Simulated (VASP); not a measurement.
Write the native input for VASP 6.6.1 that does the following.

| Quantity | Value |
| --- | --- |
| Task | relaxation of cell and atoms |
| Functional | PBE |
| Potentials or basis | VASP PAW PBE potentials, release 64 (Co, Si) |
| Cutoff | 600 eV |
| k mesh | 15 × 15 × 15 |
| Occupations | fermi-dirac, width 0.08 eV |
| Spin | no spin polarisation |
| Target pressure | 24 GPa |
| Dipole correction | no |
| Further INCAR settings | ALGO = Normal; EDIFF = 1e-06; IBRION = 2; EDIFFG = -0.005; NSW = 32; ISIF = 3 |

The structure of CoSi2 (MoSi2 type) lies in POSCAR:

```
CoSi2
1.0
   -1.5333436303      1.5333436303      3.4401253306
    1.5333436303     -1.5333436303      3.4401253306
    1.5333436303      1.5333436303     -3.4401253306
Co Si
1 2
Direct
    0.0000000000      0.0000000000      0.0000000000
    0.3349333969      0.3349333969      0.0000000000
   -0.3349333969     -0.3349333969      0.0000000000
```

One way to write it, as run:

INCAR

```
SYSTEM = CoSi2
PREC = Accurate
ENCUT = 600
EDIFF = 1E-6
ISMEAR = -1
SIGMA = 0.08
LREAL = .FALSE.
LASPH = .TRUE.
NELM = 100
ALGO = Normal
ISIF = 3
LWAVE = .FALSE.
LCHARG = .FALSE.
GGA = PE
IBRION = 2
NSW = 32
EDIFFG = -0.005
PSTRESS = 240.0
```

KPOINTS

```
regular mesh
0
G
  15 15 15
  0 0 0
```

Potentials or basis: VASP PAW PBE potentials, release 64 (Co, Si).

Launch:

```sh
$ cat potpaw_PBE.64/Co/POTCAR potpaw_PBE.64/Si/POTCAR > POTCAR
$ mpirun -np 1 vasp_std > vasp.out
```

Results of the run:

```
Relaxed volume                                         : 10.78 Å³/atom
Relaxed cell                                           : a = 4.066 Å, b = 4.066 Å, c = 4.066 Å, α = 135.71°, β = 135.71°, γ = 64.43°
Space group after relaxing (to 0.05 Å)                 : I4/mmm (No. 139)
Energy change on relaxing (the enthalpy is what falls) : +1.1 meV/atom
Ionic steps                                            : 10
Pressure after relaxing                                : 24.0 GPa
```

Caveat: the cell is relaxed towards a set pressure, so the enthalpy falls and the energy may rise.

Run time: 3.1 min on 1 thread of Intel(R) Xeon(R) 6975P-C (Granite Rapids), on a shared host, peak memory 0.31 GiB.
